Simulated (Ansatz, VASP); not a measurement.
## Two plane-wave programs on PbS

File POSCAR:

```
PbS
1.0
    0.0000000000      2.9657500000      2.9657500000
    2.9657500000      0.0000000000      2.9657500000
    2.9657500000      2.9657500000      0.0000000000
Pb S
1 1
Direct
    0.0000000000      0.0000000000      0.0000000000
    0.5000000000      0.5000000000      0.5000000000
```

Contents of INCAR.step1:

```
SYSTEM = PbS
ALGO = Normal
EDIFF = 1E-5
ENCUT = 520
GGA = PE
GGA_COMPAT = .FALSE.
ISIF = 2
ISMEAR = -1
LASPH = .TRUE.
LCHARG = .FALSE.
LORBIT = 11
LORBMOM = .TRUE.
LREAL = .FALSE.
LSORBIT = .TRUE.
LWAVE = .TRUE.
MAGMOM = 0 0 0 0 0 0
NBANDS = 32
NELM = 150
PREC = Accurate
SIGMA = 0.05
```

Contents of INCAR.step2:

```
SYSTEM = PbS
ALGO = Normal
EDIFF = 1E-6
ENCUT = 520
GGA = PE
GGA_COMPAT = .FALSE.
HFSCREEN = 0.2079
ISIF = 2
ISMEAR = -1
ISTART = 1
LASPH = .TRUE.
LCHARG = .FALSE.
LHFCALC = .TRUE.
LORBIT = 11
LORBMOM = .TRUE.
LREAL = .FALSE.
LSORBIT = .TRUE.
LWAVE = .FALSE.
MAGMOM = 0 0 0 0 0 0
NBANDS = 32
NELM = 150
PREC = Accurate
PRECFOCK = Normal
SIGMA = 0.05
```

The input KPOINTS:

```
k-points
0
G
  4 4 4
  0 0 0
```

The input input.yaml:

```yaml
crystal:
  lattice:
    - [0.0, 2.96575, 2.96575]
    - [2.96575, 0.0, 2.96575]
    - [2.96575, 2.96575, 0.0]
  atoms:
    - { symbol: Pb, position: [0.0, 0.0, 0.0] }
    - { symbol: S, position: [0.5, 0.5, 0.5] }
hamiltonian:
  xc: hse06
  pseudopotentials: { kind: paw_fr }
magnetization:
  noncollinear: true
  spin_orbit: true
kpoints:
  mp_grid: { grid: [4, 4, 4] }
scf:
  occupations: { method: fermi_dirac, width: 0.05 }
output:
  forces: true
  stress: true
  eigenvalues: true
```

Alike in both runs: task single point; functional HSE06; k mesh 4 × 4 × 4; occupations fermi-dirac, width 0.05 eV; non-collinear spin, spin-orbit coupling.

```csv
,VASP,Ansatz
version,VASP 6.6.1,Ansatz 0.2.0
potentials or method,"VASP PAW PBE potentials, release 64 (Pb_d, S)",Ansatz PAW
plane-wave cutoff (eV),520,420
valence electrons in the cell,20,20
```

|  | VASP | Ansatz | Ansatz less VASP |
| --- | --- | --- | --- |
| pressure (GPa) | 0.9 | 0.8 | -0.07 |

With one functional, cell and mesh, what is left measures potentials, basis and numerics.

The k mesh is coarse, so the values compare programs but aren't converged.
